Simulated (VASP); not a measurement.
# CoSi2 (Fm-3m) in VASP: notebook

Runs on CoSi2. Level: PBEsol. Tasks: electric field gradients.

Program: VASP 6.6.1. These are calculated values, not measurements. Logs are shortened: lines on timing, memory, paths and dates and some standing lists are left out, and cuts for length are marked.

**1. The cell of the first run**

The structure is cubic, space group Fm-3m (No. 225). Conventional cell: a = 5.255 Å, b = 5.255 Å, c = 5.255 Å, α = 90.00°, β = 90.00°, γ = 90.00°. Co (site symmetry m-3m) has 8 Si at 2.28 Å within 3.0 Å. Si (site symmetry -43m) has 4 Co at 2.28 Å and 6 Si at 2.63 Å within 3.0 Å.

**2. Electric field gradients, PBEsol, collinear spin, ferromagnetic start (12.10 Å³/atom)**

File INCAR:

```
PREC = Accurate
ENCUT = 520
EDIFF = 1E-8
ISMEAR = -1
SIGMA = 0.05
LREAL = F
LASPH = T
NELM = 150
ALGO = Normal
ISIF = 2
LWAVE = F
LCHARG = F
ISPIN = 2
MAGMOM = 2 0 0
LORBIT = 11
LMAXMIX = 4
GGA = PS
LEFG = T
NBANDS = 20
```

File KPOINTS:

```
Automatic mesh
0
Gamma
  11 11 11
```

File POSCAR:

```
CoSi2
1.0
    0.0000000000      2.6277397366      2.6277397366
    2.6277397366      0.0000000000      2.6277397366
    2.6277397366      2.6277397366      0.0000000000
Co Si
1 2
Direct
    0.0000000000      0.0000000000      0.0000000000
    0.2500000000      0.2500000000      0.2500000000
    0.7500000000      0.7500000000      0.7500000000
```

Potentials or basis: VASP PAW PBE potentials, release 64 (Co, Si).

Command:

```sh
cat potpaw_PBE.64/Co/POTCAR potpaw_PBE.64/Si/POTCAR > POTCAR
mpirun -np 1 vasp_std > vasp.out
```

OUTCAR:

```text
PREC = Accurate
   ENCUT = 520
   EDIFF = 1E-8
   ISMEAR = -1
   LREAL = F
   LASPH = T
   NELM = 150
   ISIF = 2
   ISPIN = 2
   LORBIT = 11
   GGA = PS

 ion  position               nearest neighbor table
   1  0.000  0.000  0.000-   3 2.28   3 2.28   3 2.28   2 2.28   2 2.28   2 2.28   3 2.28   2 2.28

   2  0.250  0.250  0.250-   1 2.28   1 2.28   1 2.28   1 2.28   3 2.63   3 2.63   3 2.63   3 2.63
                             3 2.63   3 2.63
   3  0.750  0.750  0.750-   1 2.28   1 2.28   1 2.28   1 2.28   2 2.63   2 2.63   2 2.63   2 2.63
                             2 2.63   2 2.63

  LATTYP: Found a face centered cubic cell.
 ALAT       =     5.2554794732

  Lattice vectors:

 A1 = (   0.0000000000,   2.6277397366,   2.6277397366)
 A2 = (   2.6277397366,   0.0000000000,   2.6277397366)
 A3 = (   2.6277397366,   2.6277397366,   0.0000000000)

Analysis of symmetry for initial positions (statically):
=====================================================================
 Subroutine PRICEL returns:
 Original cell was already a primitive cell.

 Routine SETGRP: Setting up the symmetry group for a
 face centered cubic supercell.

 Subroutine GETGRP returns: Found 48 space group operations
 (whereof 48 operations were pure point group operations)
 out of a pool of 48 trial point group operations.

The static configuration has the point symmetry O_h .

Analysis of symmetry for dynamics (positions and initial velocities):
=====================================================================
 Subroutine PRICEL returns:
 Original cell was already a primitive cell.

 Routine SETGRP: Setting up the symmetry group for a
 face centered cubic supercell.

 Subroutine GETGRP returns: Found 48 space group operations
 (whereof 48 operations were pure point group operations)
 out of a pool of 48 trial point group operations.

The dynamic configuration has the point symmetry O_h .

Analysis of structural, dynamic, and magnetic symmetry:
=====================================================================
 Subroutine PRICEL returns:
 Original cell was already a primitive cell.

 Routine SETGRP: Setting up the symmetry group for a
[... 173 lines left out ...]
      6       8.6783      1.00000
[... 541 lines left out ...]
     19      25.4101      0.00000
     20      27.2372      0.00000

 [... further k-points ...]

 spin component 2

 k-point     1 :       0.0000    0.0000    0.0000
  band No.  band energies     occupation
      1      -2.7865      1.00000
      2       6.4369      1.00000
      3       6.4369      1.00000
      4       6.4369      1.00000
      5       8.6783      1.00000
      6       8.6783      1.00000
[... 541 lines left out ...]
     19      25.4101      0.00000
     20      27.2372      0.00000

 [... further k-points ...]
[... 5 lines left out ...]
  --------------------------------------------------------------------------------------
  -------------------------------------------------------------------------------------
  Total        1.5483523      1.5483523      1.5483523      0.0000000     -0.0000000      0.0000000
  in kB       68.3602021     68.3602021     68.3602021      0.0000000     -0.0000000      0.0000000
  external PRESSURE =      68.3602021 kB  Pullay stress =       0.0000000 kB

 VOLUME and BASIS-vectors are now :
 -----------------------------------------------------------------------------
  energy-cutoff  :      520.00
  volume of cell :       36.29
      direct lattice vectors                 reciprocal lattice vectors
     0.000000000  2.627739737  2.627739737    -0.190277596  0.190277596  0.190277596
     2.627739737  0.000000000  2.627739737     0.190277596 -0.190277596  0.190277596
     2.627739737  2.627739737  0.000000000     0.190277596  0.190277596 -0.190277596

 POSITION                                       TOTAL-FORCE (eV/Angst)
 -----------------------------------------------------------------------------------
      0.00000      0.00000      0.00000        -0.000000     -0.000000     -0.000000
      1.31387      1.31387      1.31387         0.000000     -0.000000      0.000000
      3.94161      3.94161      3.94161        -0.000000      0.000000     -0.000000
 -----------------------------------------------------------------------------------
    total drift:                               -0.000000     -0.000000      0.000000

  FREE ENERGIE OF THE ION-ELECTRON SYSTEM (eV)
  ---------------------------------------------------
  free  energy   TOTEN  =       -20.9625805261 eV

  energy  without entropy=      -20.9554947848  energy(sigma->0) =      -20.95903766

 Electric field gradients (V/A^2)
---------------------------------------------------------------------
 ion       V_xx      V_yy      V_zz      V_xy      V_xz      V_yz
---------------------------------------------------------------------
   1      -0.000     0.000     0.000    -0.002    -0.002    -0.002
   2       0.000     0.000     0.000    -0.000    -0.000    -0.000
   3      -0.000     0.000     0.000    -0.000    -0.000    -0.000
---------------------------------------------------------------------

 Electric field gradients after diagonalization (V/A^2)
 (convention: |V_zz| > |V_xx| > |V_yy|)
----------------------------------------------------------------------
 ion       V_xx      V_yy      V_zz     asymmetry (V_yy - V_xx)/ V_zz
----------------------------------------------------------------------
   1       0.002     0.002    -0.004       0.000
   2       0.000     0.000    -0.000       0.000
   3       0.000     0.000    -0.000       0.000
----------------------------------------------------------------------

           NMR quadrupolar parameters

 Cq : quadrupolar parameter    Cq=e*Q*V_zz/h
 eta: asymmetry parameters     (V_yy - V_xx)/ V_zz
 Q  : nuclear electric quadrupole moment in mb (millibarn)
----------------------------------------------------------------------
 ion       Cq(MHz)       eta       Q (mb)
----------------------------------------------------------------------
   1      -0.000       0.000       1.000
   2      -0.000       0.000       1.000
   3      -0.000       0.000       1.000
----------------------------------------------------------------------

 total charge

# of ion       s       p       d       tot
------------------------------------------
    1        0.573   0.792   7.663   9.029
    2        0.716   0.910   0.000   1.626
    3        0.716   0.910   0.000   1.626
--------------------------------------------------
tot          2.006   2.612   7.663  12.281

 magnetization (x)

# of ion       s       p       d       tot
------------------------------------------
    1       -0.000   0.000  -0.000  -0.000
    2       -0.000  -0.000   0.000  -0.000
    3       -0.000  -0.000   0.000  -0.000
--------------------------------------------------
tot         -0.000  -0.000  -0.000  -0.000
```

stdout:

```text
POSCAR found type information on POSCAR CoSi
 POSCAR found :  2 types and       3 ions
 scaLAPACK will be used
 -----------------------------------------------------------------------------
|                                                                             |
|                                                                             |
|     You enforced a specific xc type in the INCAR file but a different       |
|     I HOPE YOU KNOW WHAT YOU ARE DOING!                                     |
|                                                                             |
 -----------------------------------------------------------------------------

 LDA part: xc-table for (Slater+PW92), standard interpolation
 POSCAR, INCAR and KPOINTS ok, starting setup
 FFT: planning ... GRIDC
 FFT: planning ... GRID_SOFT
 FFT: planning ... GRID
 WAVECAR not read
 entering main loop
ion   1

ion   2

ion   3
```

Run time: 95 s. Hardware: 1 thread of Intel Xeon Platinum 8259CL at 2.50GHz (Skylake/Cascade Lake), shared host; peak memory 0.21 GiB.

Results:

| Item | Value |
| --- | --- |
| Free energy | -20.9626 eV |
| Pressure | 6.8 GPa |
| Net moment | 0.00 μB per cell |
| Largest electric field gradient by atom | under 0.05 V/Å² on every atom |
| Valence electrons inside the program's atomic spheres | Co 9.03; Si 1.63 |

Caveat: the cell stands under pressure; the moments typed at the start vanished in this run; the PAW data sets were made with another functional, which shifts forces and pressure a little.

**3. Electric field gradients, PBEsol, collinear spin, ferromagnetic start (12.61 Å³/atom)**

This run uses another cell than the first one, of 12.61 Å³/atom.

File INCAR:

```
PREC = Accurate
ENCUT = 520
EDIFF = 1E-8
ISMEAR = -1
SIGMA = 0.05
LREAL = False
LASPH = True
NELM = 150
ALGO = Normal
ISIF = 2
LWAVE = False
LCHARG = False
ISPIN = 2
MAGMOM = 2 0 0
LORBIT = 11
LMAXMIX = 4
GGA = PS
LEFG = True
NBANDS = 20
```

File KPOINTS:

```
regular mesh
0
Gamma
  11 11 11
```

File POSCAR:

```
CoSi2
1.0
    0.0000000000      2.6644961018      2.6644961018
    2.6644961018      0.0000000000      2.6644961018
    2.6644961018      2.6644961018      0.0000000000
Co Si
1 2
Direct
    0.0000000000      0.0000000000      0.0000000000
    0.2500000000      0.2500000000      0.2500000000
    0.7500000000      0.7500000000      0.7500000000
```

Potentials or basis: VASP PAW PBE potentials, release 64 (Co, Si).

Command:

```sh
cat potpaw_PBE.64/Co/POTCAR potpaw_PBE.64/Si/POTCAR > POTCAR
mpirun -np 1 vasp_std > vasp.out
```

OUTCAR:

```text
PREC = Accurate
   ENCUT = 520
   EDIFF = 1E-8
   ISMEAR = -1
   LREAL = False
   LASPH = True
   NELM = 150
   ISIF = 2
   ISPIN = 2
   LORBIT = 11
   GGA = PS

 ion  position               nearest neighbor table
   1  0.000  0.000  0.000-   3 2.31   3 2.31   3 2.31   2 2.31   3 2.31   2 2.31   2 2.31   2 2.31

   2  0.250  0.250  0.250-   1 2.31   1 2.31   1 2.31   1 2.31   3 2.66   3 2.66   3 2.66   3 2.66
                             3 2.66   3 2.66
   3  0.750  0.750  0.750-   1 2.31   1 2.31   1 2.31   1 2.31   2 2.66   2 2.66   2 2.66   2 2.66
                             2 2.66   2 2.66

  LATTYP: Found a face centered cubic cell.
[... 1363 lines left out ...]
 ion       V_xx      V_yy      V_zz     asymmetry (V_yy - V_xx)/ V_zz
----------------------------------------------------------------------
   1       0.002     0.002    -0.004       0.000
   2       0.000     0.000    -0.000       0.000
   3       0.000     0.000    -0.000       0.000
----------------------------------------------------------------------

           NMR quadrupolar parameters

 Cq : quadrupolar parameter    Cq=e*Q*V_zz/h
 eta: asymmetry parameters     (V_yy - V_xx)/ V_zz
 Q  : nuclear electric quadrupole moment in mb (millibarn)
----------------------------------------------------------------------
 ion       Cq(MHz)       eta       Q (mb)
----------------------------------------------------------------------
   1      -0.000       0.000       1.000
   2      -0.000       0.000       1.000
   3      -0.000       0.000       1.000
----------------------------------------------------------------------

 total charge

# of ion       s       p       d       tot
------------------------------------------
    1        0.551   0.740   7.617   8.908
    2        0.716   0.881   0.000   1.597
    3        0.716   0.881   0.000   1.597
--------------------------------------------------
tot          1.983   2.503   7.617  12.103

 magnetization (x)

# of ion       s       p       d       tot
------------------------------------------
    1       -0.000  -0.000  -0.000  -0.000
    2        0.000   0.000   0.000   0.000
    3        0.000   0.000   0.000   0.000
--------------------------------------------------
tot         -0.000  -0.000  -0.000  -0.000
```

OSZICAR:

```text
N       E                     dE             d eps       ncg     rms          rms(c)
DAV:   1     0.668102320178E+02    0.66810E+02   -0.65445E+03  4496   0.810E+02
DAV:   2    -0.176836601441E+02   -0.84494E+02   -0.73782E+02  4728   0.187E+02
[... 11 lines left out ...]
DAV:  14    -0.209857521974E+02    0.26161E-06   -0.12211E-06  6276   0.106E-02    0.395E-03
DAV:  15    -0.209857521500E+02    0.47431E-07   -0.37467E-07  5048   0.389E-03    0.389E-03
DAV:  16    -0.209857520311E+02    0.11887E-06   -0.45210E-08  5208   0.184E-03    0.108E-03
DAV:  17    -0.209857520521E+02   -0.21028E-07   -0.24716E-09  2944   0.522E-04    0.514E-04
DAV:  18    -0.209857520790E+02   -0.26810E-07   -0.20826E-09  2820   0.353E-04    0.132E-04
DAV:  19    -0.209857520818E+02   -0.28870E-08   -0.78391E-10  2644   0.206E-04
   1 F= -.20985752E+02 E0= -.20981837E+02  d E =-.783086E-02  mag=    -0.0000
```

Wall time 96 s (1 thread of Intel Xeon Platinum 8259CL at 2.50GHz (Skylake/Cascade Lake), shared host); peak memory 0.21 GiB.

Results:

```yaml
Free_energy: -20.9858 eV
Pressure: -1.7 GPa
Net_moment: 0.00 μB per cell
Largest_electric_field_gradient_by_atom: under 0.05 V/Å² on every atom
Valence_electrons_inside_the_program's_atomic_spheres: Co 8.91; Si 1.60
```

Levels at points of the mesh, in eV from the Fermi level:
Spin up:
```csv
k point,band 5,band 6,band 7,band 8,band 9,band 10,band 11,band 12,band 13,band 14
"(0.00, 0.00, 0.00)",-1.95,-1.95,0.94,3.43,3.43,3.43,3.49,3.49,3.49,5.72
```
Spin down:
```csv
k point,band 6,band 7,band 8,band 9,band 10,band 11,band 12,band 13
"(0.00, 0.00, 0.00)",-1.95,0.94,3.43,3.43,3.43,3.49,3.49,3.49
```

Caveat: the moments typed at the start vanished in this run; the PAW data sets were made with another functional, which shifts forces and pressure a little.

**4. Electric field gradients, PBEsol, collinear spin, ferromagnetic start**

This run uses another cell than the first one, of 12.87 Å³/atom.

File INCAR:

```
SYSTEM = CoSi2
PREC     = Accurate       ! precision mode
ENCUT    = 520            ! plane-wave cutoff, eV
EDIFF    = 1E-8           ! SCF threshold, eV
ISMEAR   = -1             ! smearing method
SIGMA    = 0.05           ! smearing width, eV
LREAL    = .False.        ! projectors in reciprocal space
LASPH    = .True.         ! aspherical terms in the spheres
NELM     = 150            ! most SCF steps
ALGO     = Normal         ! electronic algorithm
ISIF     = 2              ! what is computed and relaxed
LWAVE    = .False.        ! write WAVECAR
LCHARG   = .False.        ! write CHGCAR
ISPIN    = 2              ! spin polarisation
MAGMOM   = 2 0 0          ! initial moments
LORBIT   = 11             ! projections on sites
LMAXMIX  = 4              ! l up to which the mixer works
GGA      = PS             ! functional
LEFG     = .True.       
NBANDS   = 20             ! bands
```

File KPOINTS:

```
regular mesh
0
Gamma
  11 11 11
  0 0 0
```

File POSCAR:

```
CoSi2
1.0
    0.0000000000      2.6825000000      2.6825000000
    2.6825000000      0.0000000000      2.6825000000
    2.6825000000      2.6825000000      0.0000000000
Co Si
1 2
Direct
    0.0000000000      0.0000000000      0.0000000000
    0.2500000000      0.2500000000      0.2500000000
    0.7500000000      0.7500000000      0.7500000000
```

Potentials or basis: VASP PAW PBE potentials, release 64 (Co, Si).

Command:

```sh
cat potpaw_PBE.64/Co/POTCAR potpaw_PBE.64/Si/POTCAR > POTCAR
mpirun -np 1 vasp_std > vasp.out
```

OUTCAR:

```text
SYSTEM = CoSi2
   PREC = Accurate
   ENCUT = 520
   EDIFF = 1E-8
   ISMEAR = -1
   LREAL = .False.
   LASPH = .True.
   NELM = 150
   ISIF = 2
   ISPIN = 2
   LORBIT = 11
   GGA = PS

 ion  position               nearest neighbor table
   1  0.000  0.000  0.000-   3 2.32   3 2.32   3 2.32   2 2.32   3 2.32   2 2.32   2 2.32   2 2.32

   2  0.250  0.250  0.250-   1 2.32   1 2.32   1 2.32   1 2.32   3 2.68   3 2.68   3 2.68   3 2.68
                             3 2.68   3 2.68
   3  0.750  0.750  0.750-   1 2.32   1 2.32   1 2.32   1 2.32   2 2.68   2 2.68   2 2.68   2 2.68
                             2 2.68   2 2.68

  LATTYP: Found a face centered cubic cell.
 ALAT       =     5.3650000000

  Lattice vectors:
[... 1360 lines left out ...]
 ion       V_xx      V_yy      V_zz     asymmetry (V_yy - V_xx)/ V_zz
----------------------------------------------------------------------
   1       0.001     0.001    -0.003       0.000
   2       0.000     0.000    -0.000       0.000
   3       0.000     0.000    -0.000       0.000
----------------------------------------------------------------------

           NMR quadrupolar parameters

 Cq : quadrupolar parameter    Cq=e*Q*V_zz/h
 eta: asymmetry parameters     (V_yy - V_xx)/ V_zz
 Q  : nuclear electric quadrupole moment in mb (millibarn)
----------------------------------------------------------------------
 ion       Cq(MHz)       eta       Q (mb)
----------------------------------------------------------------------
   1      -0.000       0.000       1.000
   2      -0.000       0.000       1.000
   3      -0.000       0.000       1.000
----------------------------------------------------------------------

 total charge

# of ion       s       p       d       tot
------------------------------------------
    1        0.540   0.716   7.596   8.852
    2        0.717   0.868   0.000   1.584
    3        0.717   0.868   0.000   1.584
--------------------------------------------------
tot          1.974   2.451   7.596  12.021

 magnetization (x)

# of ion       s       p       d       tot
------------------------------------------
    1       -0.000  -0.000  -0.000  -0.000
    2        0.000   0.000   0.000   0.000
    3        0.000   0.000   0.000   0.000
--------------------------------------------------
tot         -0.000   0.000  -0.000  -0.000
```

OSZICAR:

```text
N       E                     dE             d eps       ncg     rms          rms(c)
DAV:   1     0.667050640972E+02    0.66705E+02   -0.66037E+03  4520   0.815E+02
DAV:   2    -0.176773656321E+02   -0.84382E+02   -0.73785E+02  4748   0.185E+02
[... 11 lines left out ...]
DAV:  14    -0.209686515591E+02    0.43747E-06   -0.13120E-06  6312   0.105E-02    0.445E-03
DAV:  15    -0.209686515216E+02    0.37593E-07   -0.46546E-07  5052   0.460E-03    0.426E-03
DAV:  16    -0.209686514142E+02    0.10734E-06   -0.57934E-08  5172   0.209E-03    0.119E-03
DAV:  17    -0.209686514378E+02   -0.23587E-07   -0.29875E-09  2968   0.574E-04    0.607E-04
DAV:  18    -0.209686514667E+02   -0.28869E-07   -0.26315E-09  2840   0.419E-04    0.113E-04
DAV:  19    -0.209686514707E+02   -0.40459E-08   -0.10382E-09  2656   0.221E-04
   1 F= -.20968651E+02 E0= -.20964554E+02  d E =-.819478E-02  mag=    -0.0000
```

stdout:

```text
POSCAR found type information on POSCAR CoSi
 POSCAR found :  2 types and       3 ions
 scaLAPACK will be used
 -----------------------------------------------------------------------------
|                                                                             |
|                                                                             |
|     You enforced a specific xc type in the INCAR file but a different       |
|     I HOPE YOU KNOW WHAT YOU ARE DOING!                                     |
|                                                                             |
 -----------------------------------------------------------------------------

 LDA part: xc-table for (Slater+PW92), standard interpolation
 POSCAR, INCAR and KPOINTS ok, starting setup
 FFT: planning ... GRIDC
 FFT: planning ... GRID_SOFT
 FFT: planning ... GRID
 WAVECAR not read
 entering main loop
ion   1

ion   2

ion   3
```

Run time: 99 s. Hardware: 1 thread of Intel Xeon Platinum 8259CL at 2.50GHz (Skylake/Cascade Lake), shared host; peak memory 0.21 GiB.

Results:

- Free energy: -20.9687 eV
- Pressure: -5.3 GPa
- Net moment: 0.00 μB per cell
- Largest electric field gradient by atom: under 0.05 V/Å² on every atom
- Valence electrons inside the program's atomic spheres: Co 8.85; Si 1.58

Levels at points of the mesh, in eV from the Fermi level:
Spin up:
```tsv
k point	band 6	band 7	band 8	band 9	band 10	band 11	band 12	band 13
(0.00, 0.00, 0.00)	-1.89	0.74	3.41	3.41	3.41	3.43	3.43	3.43
```
Spin down:
| k point | band 5 | band 6 | band 7 | band 8 | band 9 | band 10 | band 11 | band 12 | band 13 | band 14 |
| --- | --- | --- | --- | --- | --- | --- | --- | --- | --- | --- |
| (0.00, 0.00, 0.00) | -1.89 | -1.89 | 0.74 | 3.41 | 3.41 | 3.41 | 3.43 | 3.43 | 3.43 | 5.64 |

Caveat: the cell stands under tension; the moments typed at the start vanished in this run; the PAW data sets were made with another functional, which shifts forces and pressure a little.
